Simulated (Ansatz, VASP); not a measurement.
One calculation of AlIn2N3, two programs

INCAR

```
SYSTEM = AlIn2N3
ALGO = Normal ; EDIFF = 1E-6
ENCUT = 520 ; GGA = PS
ISIF = 2 ; ISMEAR = 0
LASPH = .True. ; LCHARG = .False.
LREAL = .False. ; LWAVE = .False.
NBANDS = 56 ; NELM = 100
PREC = Accurate ; SIGMA = 0.02
```

KPOINTS

```
k-points
0
Gamma
  6 6 6
  0 0 0
```

The input POSCAR:

```
AlIn2N3
1.0
    5.1699066629     -2.9752769101      0.0000000000
    5.1699066629      2.9752769101      0.0000000000
    0.0000000000      0.0000000000      5.5266915839
Al In N
2 4 6
Direct
    0.3410806137      0.6589193863      0.9892764841
    0.6589193863      0.3410806137      0.4892764841
    0.9893223274      0.3349808435      0.9874417509
    0.6650191565      0.0106776726      0.9874417509
    0.0106776726      0.6650191565      0.4874417509
    0.3349808435      0.9893223274      0.4874417509
    0.9699832729      0.3332470707      0.3844582762
    0.6667529293      0.0300167271      0.3844582762
    0.0300167271      0.6667529293      0.8844582762
    0.3332470707      0.9699832729      0.8844582762
    0.3665166975      0.6334833025      0.3389234616
    0.6334833025      0.3665166975      0.8389234616
```

Input for Ansatz:

```yaml
crystal:
  lattice:
    - [5.1699066629, -2.9752769101, 0.0]
    - [5.1699066629, 2.9752769101, 0.0]
    - [0.0, 0.0, 5.5266915839]
  atoms:
    - { symbol: Al, position: [0.3410806137, 0.6589193863, 0.9892764841] }
    - { symbol: Al, position: [0.6589193863, 0.3410806137, 0.4892764841] }
    - { symbol: In, position: [0.9893223274, 0.3349808435, 0.9874417509] }
    - { symbol: In, position: [0.6650191565, 0.0106776726, 0.9874417509] }
    - { symbol: In, position: [0.0106776726, 0.6650191565, 0.4874417509] }
    - { symbol: In, position: [0.3349808435, 0.9893223274, 0.4874417509] }
    - { symbol: "N", position: [0.9699832729, 0.3332470707, 0.3844582762] }
    - { symbol: "N", position: [0.6667529293, 0.0300167271, 0.3844582762] }
    - { symbol: "N", position: [0.0300167271, 0.6667529293, 0.8844582762] }
    - { symbol: "N", position: [0.3332470707, 0.9699832729, 0.8844582762] }
    - { symbol: "N", position: [0.3665166975, 0.6334833025, 0.3389234616] }
    - { symbol: "N", position: [0.6334833025, 0.3665166975, 0.8389234616] }
basis:
  ecutwfc: 420
kpoints:
  mp_grid: { grid: [6, 6, 6] }
  band_path: { path: [VBM, CBM], npoints: 2 }
hamiltonian:
  xc: pbesol
scf:
  occupations: { method: gaussian, width: 0.02 }
output:
  forces: true
  stress: true
  eigenvalues: true
checkpoint:
  read: start.run
  write: ck
  compress: false
  write_wavefunctions: false
  write_every: 100000
```

Alike in both runs: task single point; functional PBEsol; k mesh 6 × 6 × 6; occupations gaussian, width 0.02 eV; no spin polarisation.

```csv
,VASP,Ansatz
version,VASP 6.6.1,Ansatz 0.2.0
potentials or method,"VASP PAW PBE potentials, release 64 (Al, In_d, N), cutoff 520 eV","scalar-relativistic, plane waves, PAW"
valence electrons in the cell,88,88
```

|  | VASP | Ansatz | Ansatz less VASP |
| --- | --- | --- | --- |
| gap on the k mesh at the Fermi level (eV) | 0.77 | 0.77 | 0.000 |
| least direct gap on the mesh (eV) | 0.77 | 0.77 | 0.000 |
| pressure (GPa) | -6.2 | -6.3 | -0.10 |
| traceless stress, the component that is largest in VASP (GPa) | 0.17 | 0.17 | -0.003 |
| rms of the force components (eV/Å) | 0.010 | 0.003 | -0.0067 |

VASP's potentials were made for PBE, not for PBEsol. Atom by atom the forces differ by 0.010 eV/Å (rms over components).
